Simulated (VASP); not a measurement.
The system is InP.

```xyz
2
Lattice="0.0000 2.6075 2.6075 2.6075 0.0000 2.6075 2.6075 2.6075 0.0000" Properties=species:S:1:pos:R:3 pbc="T T T"
In    0.0000    0.0000    0.0000
P     3.9112    3.9112    3.9112
```

| Item | Value |
| --- | --- |
| Program | VASP 6.6.1 |
| Task | relaxation of cell and atoms |
| Functional | PBE |
| Potentials or basis | VASP PAW PBE potentials, release 64 (In_d, P) |
| Cutoff | 600 eV |
| k mesh | 6 × 6 × 6 |
| Occupations | gaussian, width 0.1 eV |
| Spin | no spin polarisation |

At the start: pressure 58.5 GPa; volume 17.73 Å³/atom.

Task: How do energy, volume and symmetry change on relaxing?

Result: Over 5 steps the energy falls by 1108.8 meV/atom and the volume is 26.43 Å³/atom (+49.1 %); space group F-43m (No. 216, to 0.05 Å).

Step by step:
```
step  energy change (eV)  largest force (eV/Å)  pressure (GPa)  volume (Å³)
   1              0.0000                0.0000           58.51        35.46
   2             -1.0675                0.0000           -9.00        80.13
   3             -2.2148                0.0000           -0.95        53.80
   4             -2.2171                0.0000           -0.45        53.30
   5             -2.2177                0.0000            0.02        52.87
```

Final structure:
```
In P
1.0
     0.00000    2.97890    2.97890
     2.97890    0.00000    2.97890
     2.97890    2.97890    0.00000
In P
1 1
Direct
  0.00000 0.00000 0.00000
  0.75000 0.75000 0.75000
```

Caveat: the volume moved by over 15 % at a fixed basis, so the end points are rough.
